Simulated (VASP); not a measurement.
SnO2: single point with PBE

SnO2:

```
CELL_PARAMETERS angstrom
-3.18289 3.28447 3.28447
3.18289 -3.28447 3.28447
3.18289 3.28447 -3.28447
ATOMIC_POSITIONS crystal
Sn 0.00000 0.25000 0.75000
Sn 0.00000 0.75000 0.25000
Sn 0.50000 0.50000 0.50000
Sn 0.50000 0.00000 0.00000
O 0.19464 0.19464 0.50000
O 0.69464 0.75000 0.94464
O 0.19464 0.69464 0.00000
O 0.30536 0.75000 0.55536
O 0.69464 0.25000 0.44464
O 0.30536 0.25000 0.05536
O 0.80536 0.30536 0.00000
O 0.80536 0.80536 0.50000
```

```json
{
  "Program": "VASP 6.6.1",
  "Task": "single point",
  "Functional": "PBE",
  "Potentials or basis": "VASP PAW PBE potentials, release 64 (Sn_d, O)",
  "Cutoff": "520 eV",
  "k mesh": "6 × 6 × 6",
  "Occupations": "gaussian, width 0.02 eV",
  "Spin": "no spin polarisation"
}
```

```
Pressure               : 21.1 GPa
Largest force          : 0.013 eV/Å
Band gap on the k mesh : 1.67 eV
```

Forces on the atoms (eV/Å):
```
Sn   0.000  0.000  0.000
Sn   0.000  0.000  0.000
Sn   0.000  0.000  0.000
Sn   0.000  0.000  0.000
O    0.000  0.000  0.013
O    0.000  0.013  0.000
O    0.000  0.000  0.013
O    0.000 -0.013  0.000
O    0.000  0.013  0.000
O    0.000 -0.013  0.000
O    0.000  0.000 -0.013
O    0.000  0.000 -0.013
```

Stress tensor (GPa, compression positive):
```
21.35  0.00  0.00
 0.00 20.98  0.00
 0.00  0.00 20.98
```

Levels at points of the mesh, in eV from the valence-band top:
| k point | band 49 | band 50 | band 51 | band 52 | band 53 | band 54 | band 55 | band 56 |
| --- | --- | --- | --- | --- | --- | --- | --- | --- |
| (0.00, 0.00, 0.00) | -0.85 | -0.80 | -0.80 | 0.00 | 1.67 | 5.27 | 5.27 | 6.42 |
| (0.50, 0.00, 0.00) | -0.63 | -0.63 | -0.62 | -0.62 | 4.87 | 4.87 | 6.98 | 6.98 |
| (0.00, 0.50, 0.00) | -0.87 | -0.87 | -0.53 | -0.53 | 5.01 | 5.01 | 6.65 | 6.65 |
| (0.50, 0.50, 0.50) | -1.31 | -1.31 | -0.90 | -0.90 | 5.29 | 5.29 | 6.66 | 6.66 |

It took 5.7 min on 1 thread of Intel(R) Xeon(R) Platinum 8375C CPU @ 2.90GHz (Ice Lake), with other jobs on the host, peak memory 0.36 GiB.

Caveat: the cell stands under pressure; spin-orbit coupling is left out, which moves the levels of the heavy elements.
